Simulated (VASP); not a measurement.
# Sn3H4 in VASP: single point with PBE

Aim: the single point of Sn3H4 with PBE.

Program: VASP 6.6.1. These are calculated values, not measurements. Logs are shortened: lines on timing, memory, paths and dates and some standing lists are left out, and cuts for length are marked.

## (1) The cell of the first run

The cell holds a wire or tube with vacuum around it, 14 atoms: a = 16.500 Å, b = 16.300 Å, c = 4.706 Å, α = 90.00°, β = 90.00°, γ = 90.00°.

## (2) Single point, PBE

INCAR reads:

```
SYSTEM = Sn3H4
  ALGO = Normal
  EDIFF = 1E-6
  ENCUT = 520
  GGA = PE
  ISIF = 2
  ISMEAR = 0
  LASPH = .True.
  LCHARG = .False.
  LREAL = .False.
  LWAVE = .False.
  NBANDS = 59
  NELM = 100
  PREC = Accurate
  SIGMA = 0.05
```

KPOINTS reads:

```
k-points
0
Gamma
  1 1 12
  0 0 0
```

POSCAR reads:

```
Sn3H4
1.0
   16.5000000000      0.0000000000      0.0000000000
    0.0000000000     16.3000000000      0.0000000000
    0.0000000000      0.0000000000      4.7055477920
Sn H
6 8
Direct
    0.5000000000      0.4489674118      0.0000000000
    0.6425923573      0.5510325882      0.0000000000
    0.3574076427      0.6530977647      0.5000000000
    0.5000000000      0.3469022353      0.5000000000
    0.6425923573      0.6530977647      0.5000000000
    0.3574076427      0.5510325882      0.0000000000
    0.7277059403      0.4901097377      0.0000000000
    0.4425212256      0.7140206152      0.5000000000
    0.2722940597      0.7140206152      0.5000000000
    0.4148864170      0.2859793848      0.5000000000
    0.5851135830      0.2859793848      0.5000000000
    0.5574787744      0.7140206152      0.5000000000
    0.7277059403      0.7140206152      0.5000000000
    0.2722940597      0.4901097377      0.0000000000
```

Potentials or basis: VASP PAW PBE potentials, release 64 (Sn_d, H).

The run is started by

```sh
> cat potpaw_PBE.64/Sn_d/POTCAR potpaw_PBE.64/H/POTCAR > POTCAR
> mpirun -np 1 vasp_std > vasp.out
```

OUTCAR:

```text
SYSTEM = Sn3H4
   EDIFF = 1E-6
   ENCUT = 520
   GGA = PE
   ISIF = 2
   ISMEAR = 0
   LASPH = .True.
   LREAL = .False.
   NELM = 100
   PREC = Accurate

 ion  position               nearest neighbor table
   1  0.500  0.449  0.000-   2 2.88   6 2.88   4 2.88   4 2.88
   2  0.643  0.551  0.000-   7 1.72   1 2.88   5 2.88   5 2.88
   3  0.357  0.653  0.500-   8 1.72   9 1.72   6 2.88   6 2.88
   4  0.500  0.347  0.500-  10 1.72  11 1.72   1 2.88   1 2.88
   5  0.643  0.653  0.500-  12 1.72  13 1.72   2 2.88   2 2.88
   6  0.357  0.551  0.000-  14 1.72   1 2.88   3 2.88   3 2.88
   7  0.728  0.490  0.000-   2 1.72
   8  0.443  0.714  0.500-   3 1.72
   9  0.272  0.714  0.500-   3 1.72
  10  0.415  0.286  0.500-   4 1.72
  11  0.585  0.286  0.500-   4 1.72
  12  0.557  0.714  0.500-   5 1.72
  13  0.728  0.714  0.500-   5 1.72
  14  0.272  0.490  0.000-   6 1.72

  LATTYP: Found a simple orthorhombic cell.
 ALAT       =     4.7055477920
 B/A-ratio  =     3.4639962700
 C/A-ratio  =     3.5064992918

  Lattice vectors:

 A1 = (   0.0000000000,   0.0000000000,  -4.7055477920)
 A2 = (   0.0000000000,  16.3000000000,   0.0000000000)
 A3 = (  16.5000000000,   0.0000000000,   0.0000000000)

Analysis of symmetry for initial positions (statically):
=====================================================================
 Subroutine PRICEL returns:
 Original cell was already a primitive cell.

 Routine SETGRP: Setting up the symmetry group for a
 simple orthorhombic supercell.

 Subroutine GETGRP returns: Found  4 space group operations
 (whereof  4 operations were pure point group operations)
 out of a pool of  8 trial point group operations.

The static configuration has the point symmetry C_2v.

Analysis of symmetry for dynamics (positions and initial velocities):
=====================================================================
 Subroutine PRICEL returns:
 Original cell was already a primitive cell.

 Routine SETGRP: Setting up the symmetry group for a
 simple orthorhombic supercell.

 Subroutine GETGRP returns: Found  4 space group operations
 (whereof  4 operations were pure point group operations)
 out of a pool of  8 trial point group operations.

The dynamic configuration has the point symmetry C_2v.

 Subroutine INISYM returns: Found  4 space group operations
 (whereof  4 operations are pure point group operations),
 and found     1 'primitive' translations

----------------------------------------------------------------------------------------

                                     Primitive cell

  volume of cell :    1265.5571

  direct lattice vectors                    reciprocal lattice vectors
    16.500000000  0.000000000  0.000000000     0.060606061  0.000000000  0.000000000
     0.000000000 16.300000000  0.000000000     0.000000000  0.061349693  0.000000000
     0.000000000  0.000000000  4.705547792     0.000000000  0.000000000  0.212515109

  length of vectors
    16.500000000 16.300000000  4.705547792     0.060606061  0.061349693  0.212515109

  position of ions in fractional coordinates (direct lattice)
     0.500000000  0.448967412  0.000000000
     0.642592357  0.551032588  0.000000000
     0.357407643  0.653097765  0.500000000
     0.500000000  0.346902235  0.500000000
     0.642592357  0.653097765  0.500000000
     0.357407643  0.551032588  0.000000000
     0.727705940  0.490109738  0.000000000
     0.442521226  0.714020615  0.500000000
     0.272294060  0.714020615  0.500000000
     0.414886417  0.285979385  0.500000000
     0.585113583  0.285979385  0.500000000
     0.557478774  0.714020615  0.500000000
     0.727705940  0.714020615  0.500000000
     0.272294060  0.490109738  0.000000000

  ion indices of the primitive-cell ions
   primitive index   ion index
                 1           1
                 2           2
                 3           3
                 4           4
                 5           5
                 6           6
                 7           7
                 8           8
                 9           9
                10          10
                11          11
                12          12
                13          13
                14          14

----------------------------------------------------------------------------------------

 KPOINTS: k-points

Automatic generation of k-mesh.
 Grid dimensions read from file:
 generate k-points for:    1    1   12

 Generating k-lattice:

  Cartesian coordinates                     Fractional coordinates (reciprocal lattice)
     0.060606061  0.000000000  0.000000000     1.000000000  0.000000000  0.000000000
     0.000000000  0.061349693  0.000000000     0.000000000  1.000000000  0.000000000
     0.000000000  0.000000000  0.017709592     0.000000000  0.000000000  0.083333333

  Length of vectors
     0.060606061  0.061349693  0.017709592

  Shift w.r.t. Gamma in fractional coordinates (k-lattice)
     0.000000000  0.000000000  0.000000000

 Subroutine IBZKPT returns following result:
 ===========================================

 Found      7 irreducible k-points:

 Following reciprocal coordinates:
            Coordinates               Weight
  0.000000  0.000000  0.000000      1.000000
  0.000000  0.000000  0.083333      2.000000
  0.000000  0.000000  0.166667      2.000000
  0.000000  0.000000  0.250000      2.000000
  0.000000  0.000000  0.333333      2.000000
  0.000000  0.000000  0.416667      2.000000
  0.000000  0.000000  0.500000      1.000000
   k-points           NKPTS =      7   k-points in BZ     NKDIM =      7   number of bands    NBANDS=     59
   number of dos      NEDOS =    301   number of ions     NIONS =     14
   total plane-waves  NPLWV = 571536
   dimension x,y,z NGX =   126 NGY =  126 NGZ =   36
   dimension x,y,z NGXF=   252 NGYF=  252 NGZF=   72
   ions per type =               6   8
   NGX,Y,Z   is equivalent  to a cutoff of  12.70, 12.85, 12.72 a.u.
   NGXF,Y,Z  is equivalent  to a cutoff of  25.39, 25.70, 25.44 a.u.
 SYSTEM =  Sn3H4
   PREC   = accura    normal or accurate (medium, high low for compatibility)
   ISTART =      0    job   : 0-new  1-cont  2-samecut
   ICHARG =      2    charge: 1-file 2-atom 10-const
   ISPIN  =      1    spin polarized calculation?
   LNONCOLLINEAR =      F non collinear calculations
   LSORBIT =      F    spin-orbit coupling
   LASPH  =      T    aspherical Exc in radial PAW
   ENCUT  =  520.0 eV  38.22 Ry    6.18 a.u.  30.68 30.31  8.75*2*pi/ulx,y,z
   NELM   =    100;   NELMIN=  2; NELMDL= -5     # of ELM steps
   EDIFF  = 0.1E-05   stopping-criterion for ELM
   LREAL  =      F    real-space projection
   EDIFFG = 0.1E-04   stopping-criterion for IOM
   NSW    =      0    number of steps for IOM
   IBRION =     -1    ionic relax: 0-MD 1-quasi-New 2-CG
   NFREE  =      0    steps in history (QN), initial steepest desc. (CG)
   ISIF   =      2    stress and relaxation
   ISYM   =      2    0-nonsym 1-usesym 2-fastsym
   POTIM  = 0.5000    time-step for ionic-motion
   TEBEG  =    0.0;   TEEND  =   0.0 temperature during run
   PSTRESS=    0.0 pullay stress
   NELECT =      92.0000    total number of electrons
   NUPDOWN=      -1.0000    fix difference up-down
   EMIN   =  10.00;   EMAX   =-10.00  energy-range for DOS
   EFERMI =   0.00;   METHOD = LEGACY
   ISMEAR =     0;   SIGMA  =   0.05  broadening in eV -4-tet -1-fermi 0-gaus
   EFERMI_NEDOS =   21; number of points for ismear=-14 and -15
   IALGO  =     38    algorithm
   IMIX   =      4    mixing-type and parameters
     AMIX     =   0.40;   BMIX     =  1.00
     AMIX_MAG =   1.60;   BMIX_MAG =  1.00
  volume/ion in A,a.u.               =      90.40       610.03
  Fermi-wavevector in a.u.,A,eV,Ry     =   0.683246  1.291147  6.351534  0.466825
  Thomas-Fermi vector in A             =   1.762554
   LORBIT       =      0    0 simple, 1 ext, 2 COOP (PROOUT), +10 PAW based schemes
   GGA     = PE    functional components
   LHFCALC =     F    Hartree Fock is set to
   AEXX    =    0.0000 exact exchange contribution
   IVDW    =     0    specifies the selected vdW correction
   LEPSILON=     F    determine dielectric tensor
   LRPA    =     F    only Hartree local field effects (RPA)
 non-spin polarized calculation
 Gauss-broadening in eV      SIGMA  =   0.05
  energy-cutoff  :      520.00
  volume of cell :     1265.56
 maximum number of plane-waves:     34112
 NGX is ok and might be reduce to   126
   NGX = 61   NGY = 61   NGZ = 17

 number of electron      91.9999963 magnetization

 Free energy of the ion-electron system (eV)
  ---------------------------------------------------
  ext. energy  EPLUGINS =         0.00000000
  ---------------------------------------------------
  free energy    TOTEN  =       -46.76737855 eV

  energy without entropy =      -46.76737855  energy(sigma->0) =      -46.76737855

 E-fermi :  -2.9900     XC(G=0):  -2.4832

 val. band max:       -3.2206553975   @ k =   0.0000   0.0000   0.0000
 cond. band min:      -1.7769500937   @ k =   0.0000   0.0000   0.0000
 fundamental gap:      1.4437053038
 Fermi energy:        -2.9900213279

 k-point     1 :       0.0000    0.0000    0.0000
  band No.  band energies     occupation
      1     -24.1652      2.00000
      2     -24.1625      2.00000
      3     -24.1547      2.00000
      4     -24.1430      2.00000
      5     -24.1382      2.00000
      6     -24.0960      2.00000
[... 416 lines left out ...]
     57       1.8498      0.00000
     58       1.9279      0.00000
 [bands above 58 left out]

------------------------ aborting loop because EDIFF is reached ----------------------------------------

  FORCE on cell =-STRESS in cart. coord.  units (eV):
  Direction    XX          YY          ZZ          XY          YZ          ZX
  --------------------------------------------------------------------------------------
  -------------------------------------------------------------------------------------
  Total        0.5531102     -1.5204543     -2.0886393      0.0000000      0.0000000      0.0000000
  in kB        0.7002296     -1.9248736     -2.6441878      0.0000000      0.0000000      0.0000000
  external PRESSURE =      -1.2896106 kB  Pullay stress =       0.0000000 kB

 VOLUME and BASIS-vectors are now :
 -----------------------------------------------------------------------------
  energy-cutoff  :      520.00
  volume of cell :     1265.56
      direct lattice vectors                 reciprocal lattice vectors
    16.500000000  0.000000000  0.000000000     0.060606061  0.000000000  0.000000000
     0.000000000 16.300000000  0.000000000     0.000000000  0.061349693  0.000000000
     0.000000000  0.000000000  4.705547792     0.000000000  0.000000000  0.212515109

 POSITION                                       TOTAL-FORCE (eV/Angst)
 -----------------------------------------------------------------------------------
      8.25000      7.31817      0.00000         0.000000     -0.103930      0.000000
     10.60277      8.98183      0.00000        -0.469370      0.425888      0.000000
      5.89723     10.64549      2.35277        -0.198984     -0.627833      0.000000
      8.25000      5.65451      2.35277         0.000000      0.564346      0.000000
     10.60277     10.64549      2.35277         0.198984     -0.627833      0.000000
      5.89723      8.98183      0.00000         0.469370      0.425888     -0.000000
     12.00715      7.98879      0.00000         0.129908     -0.094955      0.000000
      7.30160     11.63854      2.35277        -0.031861      0.076576      0.000000
      4.49285     11.63854      2.35277        -0.096268      0.124969      0.000000
      6.84563      4.66146      2.35277        -0.076241     -0.134854      0.000000
      9.65437      4.66146      2.35277         0.076241     -0.134854      0.000000
      9.19840     11.63854      2.35277         0.031861      0.076576      0.000000
     12.00715     11.63854      2.35277         0.096268      0.124969      0.000000
      4.49285      7.98879      0.00000        -0.129908     -0.094955      0.000000
 -----------------------------------------------------------------------------------
    total drift:                                0.000000     -0.001833     -0.000001

  FREE ENERGIE OF THE ION-ELECTRON SYSTEM (eV)
  ---------------------------------------------------
  free  energy   TOTEN  =       -46.7673785479 eV

  energy  without entropy=      -46.7673785479  energy(sigma->0) =      -46.76737855
```

Wall time 14 min (1 thread of AMD EPYC 9R45 (Zen 5), shared host); peak memory 1.2 GiB.

What came out:

* Free energy: -46.7674 eV
* Largest force: 0.659 eV/Å
* Band gap on the k mesh: 1.44 eV

Forces in eV/Å, atoms in the order of the input:
```
Sn   0.000 -0.104  0.000
Sn  -0.469  0.426  0.000
Sn  -0.199 -0.628  0.000
Sn   0.000  0.564  0.000
Sn   0.199 -0.628  0.000
Sn   0.469  0.426  0.000
H    0.130 -0.095  0.000
H   -0.032  0.077  0.000
H   -0.096  0.125  0.000
H   -0.076 -0.135  0.000
H    0.076 -0.135  0.000
H    0.032  0.077  0.000
H    0.096  0.125  0.000
H   -0.130 -0.095  0.000
```

Caveat: spin-orbit coupling is left out, which moves the levels of the heavy elements.
